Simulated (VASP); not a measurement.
The system is LiCl.

```
Li Cl
1.0
     0.00000    2.55604    2.55604
     2.55604    0.00000    2.55604
     2.55604    2.55604    0.00000
Li Cl
1 1
Direct
  0.00000 0.00000 0.00000
  0.50000 0.50000 0.50000
```

Base run:

- Program: VASP 6.6.1
- Functional: PBEsol
- Potentials or basis: VASP PAW PBE potentials, release 64 (Li_sv, Cl)
- Cutoff: 520 eV
- k mesh: 6 × 6 × 6
- Occupations: gaussian, width 0.01 eV
- Spin: no spin polarisation

Its results: band gap on the k mesh 6.19 eV.

Question: The run is repeated on the same cell with these changes: functional from PBEsol to PBE-based screened hybrid with 20 % exact exchange; k mesh from 6 × 6 × 6 to 4 × 4 × 4. What comes out?

Answer: Band gap on the k mesh 7.00 eV.

Several settings changed at once.

Caveats: some runs use coarse meshes.

A k mesh can miss the band edges.
